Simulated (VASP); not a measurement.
A run of VASP 6.6.1 is set up as follows.

File POSCAR:

```
KCl
1.0
    0.0000000000      3.1448471320      3.1448471320
    3.1448471320      0.0000000000      3.1448471320
    3.1448471320      3.1448471320      0.0000000000
K Cl
1 1
Direct
    0.0000000000      0.0000000000      0.0000000000
    0.5000000000      0.5000000000      0.5000000000
```

INCAR.step1

```
PREC = Accurate
ENCUT = 520
EDIFF = 1E-5
ISMEAR = 0
SIGMA = 0.01
LREAL = False
LASPH = True
NELM = 80
ALGO = Normal
ISIF = 2
LWAVE = True
NBANDS = 15
GGA = PE
```

The input INCAR.step2:

```
PREC = Accurate
ENCUT = 520
EDIFF = 1E-6
ISMEAR = 0
SIGMA = 0.01
LREAL = False
LASPH = True
NELM = 80
ALGO = Normal
ISIF = 2
LWAVE = False
LCHARG = True
GGA = PE
LHFCALC = True
AEXX = 0.5
HFSCREEN = 0.2078
PRECFOCK = Normal
LELF = True
LVHAR = True
NBANDS = 15
ISTART = 1
```

The input KPOINTS:

```
regular mesh
0
Gamma
  4 4 4
```

Potentials or basis: VASP PAW PBE potentials, release 64 (K_sv, Cl).

The run is started by

```bash
$ cat potpaw_PBE.64/K_sv/POTCAR potpaw_PBE.64/Cl/POTCAR > POTCAR
$ cp INCAR.step1 INCAR
$ mpirun -np 1 vasp_std > vasp.out
$ cp INCAR.step2 INCAR
$ mpirun -np 1 vasp_std > vasp.out
```

(1) What does it give for the band gap on the k mesh?

(2) Predict the pressure.

## Answers

(1) 7.85 eV.

(2) 0.2 GPa.

Caveat: the k points lie up to 0.43 Å⁻¹ apart; the PAW data sets were made with another functional, which shifts forces and pressure a little.
